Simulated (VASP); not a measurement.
Write the native input for VASP 6.6.1 that does the following.

| Item | Value |
| --- | --- |
| Task | single point |
| Functional | HF |
| Potentials or basis | VASP PAW PBE potentials, release 64 (Li_sv, H) |
| Cutoff | 520 eV |
| k mesh | 8 × 8 × 8 |
| Occupations | gaussian, width 0.01 eV |
| Spin | no spin polarisation |
| Dipole correction | no |
| Grid for exact exchange (PRECFOCK) | Normal |
| Further INCAR settings | ALGO = Normal; EDIFF = 1e-06; NBANDS = 9 |
| Share of exact exchange | 1 |

Crystal: LiH.

```
Li H
1.0
     0.00000    2.14512    2.14512
     2.14512    0.00000    2.14512
     2.14512    2.14512    0.00000
Li H
1 1
Direct
  0.00000 0.00000 0.00000
  0.25000 0.25000 0.25000
```

These files were run (other wordings do the same):

POSCAR

```
LiH
1.0
    0.0000000000      2.1451220264      2.1451220264
    2.1451220264      0.0000000000      2.1451220264
    2.1451220264      2.1451220264      0.0000000000
Li H
1 1
Direct
    0.0000000000      0.0000000000      0.0000000000
    0.2500000000      0.2500000000      0.2500000000
```

INCAR.step1

```
  PREC = Accurate
  ENCUT = 520
  EDIFF = 1E-5
  ISMEAR = 0
  SIGMA = 0.01
  LREAL = False
  LASPH = True
  NELM = 80
  ALGO = Normal
  ISIF = 2
  LWAVE = True
  LCHARG = False
  NBANDS = 9
  GGA = PE
```

INCAR.step2

```
  PREC = Accurate
  ENCUT = 520
  EDIFF = 1E-6
  ISMEAR = 0
  SIGMA = 0.01
  LREAL = False
  LASPH = True
  NELM = 80
  ALGO = Normal
  ISIF = 2
  LWAVE = False
  LCHARG = False
  GGA = PE
  LHFCALC = True
  AEXX = 1.0
  ALDAC = 0.0
  AGGAC = 0.0
  PRECFOCK = Normal
  NBANDS = 9
  ISTART = 1
```

KPOINTS

```
Automatic mesh
0
Gamma
  8 8 8
```

Potentials or basis: VASP PAW PBE potentials, release 64 (Li_sv, H).

Command:

```sh
$ cat potpaw_PBE.64/Li_sv/POTCAR potpaw_PBE.64/H/POTCAR > POTCAR
$ cp INCAR.step1 INCAR
$ mpirun -np 1 vasp_std > vasp.out
$ cp INCAR.step2 INCAR
$ mpirun -np 1 vasp_std > vasp.out
```

Results of the run:

- Band gap on the k mesh: 12.16 eV (least direct gap 13.57 eV)

Run time: 8.4 min on 1 thread of AMD EPYC 7R13 Processor (Zen 3), with other jobs on the host, peak memory 0.12 GiB.
